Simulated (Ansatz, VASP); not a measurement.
# BaO in VASP and in Ansatz

File INCAR:

```
SYSTEM = BaO
ALGO = Normal
EDIFF = 1E-6
ENCUT = 600
GGA = PE
GGA_COMPAT = .FALSE.
ISIF = 2
ISMEAR = 0
LASPH = .TRUE.
LCHARG = .FALSE.
LREAL = .FALSE.
LWAVE = .FALSE.
NBANDS = 24
NELM = 120
PREC = Accurate
SIGMA = 0.02
```

File KPOINTS:

```
k-points
0
G
  8 8 6
  0 0 0
```

File POSCAR:

```
BaO
1.0
    3.9414114602      0.0000000000      0.0000000000
    0.0000000000      3.9414114602      0.0000000000
    0.0000000000      0.0000000000      5.5739975419
Ba O
2 2
Direct
    0.0000000000      0.0000000000      0.0000000000
    0.5000000000      0.5000000000      0.5000000000
    0.5000000000      0.5000000000      0.0000000000
    0.0000000000      0.0000000000      0.5000000000
```

Input for Ansatz:

```yaml
crystal:
  lattice:
    - [3.9414114602, 0.0, 0.0]
    - [0.0, 3.9414114602, 0.0]
    - [0.0, 0.0, 5.5739975419]
  atoms:
    - { symbol: Ba, position: [0.0, 0.0, 0.0] }
    - { symbol: Ba, position: [0.5, 0.5, 0.5] }
    - { symbol: O, position: [0.5, 0.5, 0.0] }
    - { symbol: O, position: [0.0, 0.0, 0.5] }
basis:
  ecutwfc: 420
kpoints:
  mp_grid: { grid: [8, 8, 6] }
  band_path:
    path:
      - [[0.0, 0.0, 0.0], [0.5, 0.5, 0.0], [0.625, 0.375, 0.25]]
      - [[0.75, 0.0, 0.0], [0.0, 0.0, 0.0], [0.5, 0.0, 0.5], [0.75, 0.25, 0.0], [0.5, 0.5, 0.0]]
    npoints: 10
hamiltonian:
  xc: pbe
  pseudopotentials: { kind: paw }
scf:
  occupations: { method: gaussian, width: 0.02 }
  n_extra_bands: 8
output:
  forces: true
  stress: true
  eigenvalues: true
  write_density: true
  write_potential: true
  elf: true
  volumetric_format: npy
```

Alike in both runs: task single point; functional PBE; k mesh 8 × 8 × 6; occupations gaussian, width 0.02 eV; no spin polarisation.

|  | VASP | Ansatz |
| --- | --- | --- |
| version | VASP 6.6.1 | Ansatz 0.2.0 |
| potentials or method | VASP PAW PBE potentials, release 64 (Ba_sv, O), cutoff 600 eV | scalar-relativistic, plane waves, PAW |
| valence electrons in the cell | 32 | 32 |

```tsv
	VASP	Ansatz	Ansatz less VASP
gap on the k mesh at the Fermi level (eV)	2.04	2.10	+0.064
least direct gap on the mesh (eV)	2.04	2.10	+0.064
pressure (GPa)	1.5	0.0	-1.50
```

Neither program's run includes spin-orbit coupling.
